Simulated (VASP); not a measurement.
Here is a VASP 6.6.1 calculation.

Contents of INCAR:

```
SYSTEM = SnO2
PREC     = Accurate       ! precision mode
ENCUT    = 600            ! plane-wave cutoff, eV
EDIFF    = 1E-6           ! SCF threshold, eV
ISMEAR   = 0              ! smearing method
SIGMA    = 0.02           ! smearing width, eV
LREAL    = .FALSE.        ! projectors in reciprocal space
LASPH    = .TRUE.         ! aspherical terms in the spheres
NELM     = 80             ! most SCF steps
ALGO     = Normal         ! electronic algorithm
ISIF     = 3              ! what is computed and relaxed
LWAVE    = .FALSE.        ! write WAVECAR
LCHARG   = .FALSE.        ! write CHGCAR
GGA      = CA             ! functional
IBRION   = 2              ! ionic algorithm
NSW      = 100            ! ionic steps
EDIFFG   = -0.005         ! ionic threshold
LUSENCCL = .FALSE.
```

KPOINTS

```
regular mesh
0
G
  6 6 8
  0 0 0
```

Contents of POSCAR:

```
SnO2
1.0
    4.7225687188      0.0000000000      0.0000000000
    0.0000000000      4.7305453610      0.0000000000
    0.0000000000      0.0000000000      3.1914103609
Sn O
2 4
Direct
    0.5000000000      0.5000000000      0.5000000000
    0.0000000000      0.0000000000      0.0000000000
    0.3054133971      0.3067841143      0.0000000000
    0.8054133971      0.1932158857      0.5000000000
    0.1945866029      0.8067841143      0.5000000000
    0.6945866029      0.6932158857      0.0000000000
```

Potentials or basis: VASP PAW LDA potentials, release 64 (Sn_d, O).

Command:

```sh
$ cat potpaw_LDA.64/Sn_d/POTCAR potpaw_LDA.64/O/POTCAR > POTCAR
$ mpirun -np 1 vasp_std > vasp.out
```

Task: What does it give for the relaxed cell?

Result: a = 4.724 Å, b = 4.731 Å, c = 3.196 Å, α = 90.00°, β = 90.00°, γ = 90.00°.

Task: Estimate the band gap on the k mesh.

Result: 1.15 eV.

Task: Estimate the relaxed volume.

Result: 11.90 Å³/atom.

Task: Estimate the space group after relaxing (to 0.1 Å).

Result: P4_2/mnm (No. 136).

Forces in eV/Å, atoms in the order of the input:
```
Sn   0.000  0.000  0.000
Sn   0.000  0.000  0.000
O    0.003  0.000  0.000
O    0.003  0.000  0.000
O   -0.003  0.000  0.000
O   -0.003  0.000  0.000
```

Caveat: spin-orbit coupling is left out, which moves the levels of the heavy elements.
